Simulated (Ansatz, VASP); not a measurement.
Sn: VASP beside Ansatz

```
Sn
1.0
     5.17046   -2.26270    0.00000
     5.17046    2.26270    0.00000
    -3.26622    0.00000    9.77347
Sn
8
Direct
  0.50000 0.50000 0.00000
  0.50000 0.50000 0.50000
  0.99453 0.00547 0.25000
  0.00547 0.99453 0.75000
  0.24245 0.25209 0.12232
  0.74791 0.75755 0.37768
  0.75755 0.74791 0.87768
  0.25209 0.24245 0.62232
```

Alike in both runs: task single point; functional PBE; k mesh 4 × 4 × 2; occupations gaussian, width 0.1 eV; no spin polarisation.

```csv
,VASP,Ansatz
version,VASP 6.6.1,Ansatz 0.2.0
potentials or method,"VASP PAW PBE potentials, release 64 (Sn_d), cutoff 520 eV","scalar-relativistic, plane waves, PAW"
valence electrons in the cell,112,112
```

Ansatz gave:

| Item | Value |
| --- | --- |
| gap on the k mesh at the Fermi level (eV) | none |
| pressure (GPa) | -0.4 |
| traceless stress, the component that is largest in VASP (GPa) | 0.78 |
| rms of the force components (eV/Å) | 0.022 |

Which values does VASP return?

gap on the k mesh at the Fermi level (eV): none; pressure (GPa): -0.5; traceless stress, the component that is largest in VASP (GPa): 0.78; rms of the force components (eV/Å): 0.022.

Atom by atom the forces differ by 0.000 eV/Å (rms over components). A gap of «none» marks a metal or a gap that the smearing closes. With one functional, cell and mesh, what is left measures potentials, basis and numerics.

The k mesh is coarse, so the values compare programs but aren't converged.
